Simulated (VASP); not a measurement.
Here is a VASP 6.6.1 calculation.

File INCAR:

```
SYSTEM = SnO2
  PREC = Accurate
  ENCUT = 520
  EDIFF = 1E-6
  ISMEAR = 0
  SIGMA = 0.05
  LREAL = .FALSE.
  LASPH = .TRUE.
  NELM = 60
  ALGO = Normal
  ISIF = 2
  LWAVE = .FALSE.
  LCHARG = .FALSE.
  GGA = PS
  NBANDS = 20
```

Contents of KPOINTS:

```
Automatic mesh
0
G
  12 12 12
  0 0 0
```

The input POSCAR:

```
SnO2
1.0
    1.6856500000      0.9732104813      4.5279666667
   -1.6856500000      0.9732104813      4.5279666667
    0.0000000000     -1.9464209625      4.5279666667
Sn O
1 2
Direct
    0.5000000000      0.5000000000      0.5000000000
    0.2414378084      0.2414378084      0.2414378084
    0.7585621916      0.7585621916      0.7585621916
```

Potentials or basis: VASP PAW PBE potentials, release 64 (Sn_d, O).

The run is started by

```bash
$ cat potpaw_PBE.64/Sn_d/POTCAR potpaw_PBE.64/O/POTCAR > POTCAR
$ mpirun -np 1 vasp_std > vasp.out
```

Question: Estimate the band gap on the k mesh.

Answer: 0.84 eV.

Question: What does it give for the largest force?

Answer: 0.970 eV/Å.

Question: Estimate the pressure.

Answer: -15.9 GPa.

Forces on the atoms (eV/Å):
```
Sn   0.000  0.000  0.000
O    0.000  0.000 -0.970
O    0.000  0.000  0.970
```

Caveat: the cell stands under tension; the PAW data sets were made with another functional, which shifts forces and pressure a little; spin-orbit coupling is left out, which moves the levels of the heavy elements. A k mesh can miss the band edges.
